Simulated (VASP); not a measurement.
Input of a VASP 6.6.1 run:

INCAR

```
SYSTEM = SnO2
  ALGO = Normal
  EDIFF = 1E-6
  ENCUT = 520
  GGA = PS
  ISIF = 2
  ISMEAR = 0
  LASPH = .TRUE.
  LCHARG = .FALSE.
  LREAL = .FALSE.
  LWAVE = .FALSE.
  NBANDS = 64
  NELM = 100
  PREC = Accurate
  SIGMA = 0.05
```

The input KPOINTS:

```
k-points
0
G
  6 6 6
  0 0 0
```

Contents of POSCAR:

```
SnO2
1.0
    3.2676351403      1.8865700279      4.7740149400
   -3.2676351403      1.8865700279      4.7740149400
    0.0000000000     -3.7731400557      4.7740149401
Sn O
4 8
Direct
    0.8646807174      0.8646807174      0.8646807174
    0.3648245829      0.3648245829      0.8648190111
    0.3648245829      0.8648190111      0.3648245829
    0.8648190111      0.3648245829      0.3648245829
    0.1235003534      0.6233501671      0.6233501671
    0.6233501671      0.1235003534      0.6233501671
    0.6233501671      0.6233501671      0.1235003534
    0.6062113146      0.6062113146      0.6062113146
    0.1234715296      0.1234715296      0.1234715296
    0.1060883083      0.1060883083      0.6062369573
    0.1060883083      0.6062369573      0.1060883083
    0.6062369573      0.1060883083      0.1060883083
```

Potentials or basis: VASP PAW PBE potentials, release 64 (Sn_d, O).

Run with:

```sh
$ cat potpaw_PBE.64/Sn_d/POTCAR potpaw_PBE.64/O/POTCAR > POTCAR
$ mpirun -np 1 vasp_std > vasp.out
```

Problem. Estimate the pressure.

Solution. -11.3 GPa.

Problem. Estimate the largest force.

Solution. 1.173 eV/Å.

Forces on the atoms (eV/Å):
```
Sn   0.000  0.000  0.004
Sn   0.000  0.000 -0.001
Sn   0.000  0.000 -0.001
Sn   0.000  0.000 -0.001
O   -0.001 -0.001  1.171
O    0.001 -0.001  1.171
O    0.000  0.001  1.171
O    0.000  0.000 -1.173
O    0.000  0.000  1.169
O    0.000  0.001 -1.170
O    0.001 -0.001 -1.170
O   -0.001 -0.001 -1.170
```

Caveat: the cell stands under tension; the PAW data sets were made with another functional, which shifts forces and pressure a little.
